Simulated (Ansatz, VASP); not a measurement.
## H: VASP beside Ansatz

```
CELL_PARAMETERS angstrom
-1.69153 1.69153 2.05847
1.69153 -1.69153 2.05847
1.69153 1.69153 -2.05847
ATOMIC_POSITIONS crystal
H 0.78928 0.93226 0.95433
H 0.09014 0.09014 0.00000
```

Change from the starting cell: one atom moved.

Alike in both runs: task single point; functional PBE; k mesh 10 × 10 × 10; occupations gaussian, width 0.02 eV; no spin polarisation.

|  | VASP | Ansatz |
| --- | --- | --- |
| version | VASP 6.6.1 | Ansatz 0.2.0 |
| potentials or method | VASP PAW PBE potentials, release 64 (H), cutoff 520 eV | scalar-relativistic, plane waves, PAW |
| valence electrons in the cell | 2 | 2 |

```csv
,VASP,Ansatz,Ansatz less VASP
gap on the k mesh at the Fermi level (eV),6.14,6.14,+0.001
least direct gap on the mesh (eV),6.98,6.98,0.000
pressure (GPa),-7.1,-7.0,+0.14
"traceless stress, the component that is largest in VASP (GPa)",-11.43,-11.45,-0.019
rms of the force components (eV/Å),2.059,2.059,+0.0001
```

Atom by atom the forces differ by 0.000 eV/Å (rms over components).
